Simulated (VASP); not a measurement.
Set up this calculation in VASP 6.6.1, as the native input.

```yaml
Task: single point
Functional: PBEsol
Dispersion: D3(BJ)
Potentials_or_basis: VASP PAW PBE potentials, release 64 (Al)
Cutoff: 520 eV
k_mesh: 18 × 18 × 6
Occupations: gaussian, width 0.1 eV
Spin: no spin polarisation
Dipole_correction: no
Further_INCAR_settings: ALGO = Normal; EDIFF = 1e-06; NBANDS = 14
```

The structure of Al lies in POSCAR:

```
Al
1.0
    2.8288539203      0.0000000000      0.0000000000
   -1.4144269602      2.4498593586      0.0000000000
    0.0000000000      0.0000000000      9.2838522353
Al
4
Direct
    0.0000000000      0.0000000000      0.0000000000
    0.3333333333      0.6666666667      0.2500000000
    0.0000000000      0.0000000000      0.5000000000
    0.6666666667      0.3333333333      0.7500000000
```

This isn't the form of Al at room conditions, which is fcc.

The input as run:

INCAR

```
PREC = Accurate
ENCUT = 520
EDIFF = 1E-6
ISMEAR = 0
SIGMA = 0.1
LREAL = False
LASPH = True
NELM = 60
ALGO = Normal
ISIF = 2
LWAVE = False
LCHARG = True
GGA = PS
IVDW = 12
LELF = True
LVHAR = True
NBANDS = 14
```

KPOINTS

```
regular mesh
0
Gamma
  18 18 6
```

Potentials or basis: VASP PAW PBE potentials, release 64 (Al).

Command:

```console
$ cat potpaw_PBE.64/Al/POTCAR > POTCAR
$ mpirun -np 1 vasp_std > vasp.out
```

It gave:

| Property | Result |
| --- | --- |
| Pressure | -2.4 GPa |
| Band gap on the k mesh | zero (bands 6 and 7 overlap by 5.47 eV) |
| Dispersion energy per atom | -0.326 eV |

Caveat: the PAW data sets were made with another functional, which shifts forces and pressure a little.

Wall time 2.3 min on 1 thread of Intel Xeon 8259CL (shared host), peak memory 0.25 GiB.
